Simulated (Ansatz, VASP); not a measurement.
## Two plane-wave programs on BaF2

```
CELL_PARAMETERS angstrom
0.00000 3.12301 3.12301
3.12301 0.00000 3.12301
3.12301 3.12301 0.00000
ATOMIC_POSITIONS crystal
Ba 0.00000 0.00000 0.00000
F 0.25000 0.25000 0.25000
F 0.75000 0.75000 0.75000
```

Alike in both runs: task electric field gradients; functional PBE; k mesh 7 × 7 × 7; occupations fermi-dirac, width 0.02 eV; no spin polarisation.

|  | VASP | Ansatz |
| --- | --- | --- |
| version | VASP 6.6.1 | Ansatz 0.2.0 |
| potentials or method | VASP PAW PBE potentials, release 64 (Ba_sv, F) | PAW with Ansatz's default frozen-core files, scalar-relativistic |
| plane-wave cutoff (eV) | 520 | 420 |
| valence electrons in the cell | 24 | 24 |

Ansatz gave:

```
gap on the k mesh at the Fermi level (eV) : 6.75
pressure (GPa)                            : 0.0
```

**Question.** What did VASP give for the same quantities?

**Answer.** gap on the k mesh at the Fermi level (eV): 6.68; pressure (GPa): 1.0.

The functional is the same, so the differences come from potentials, cutoffs and numerics.

Neither program's run includes spin-orbit coupling.
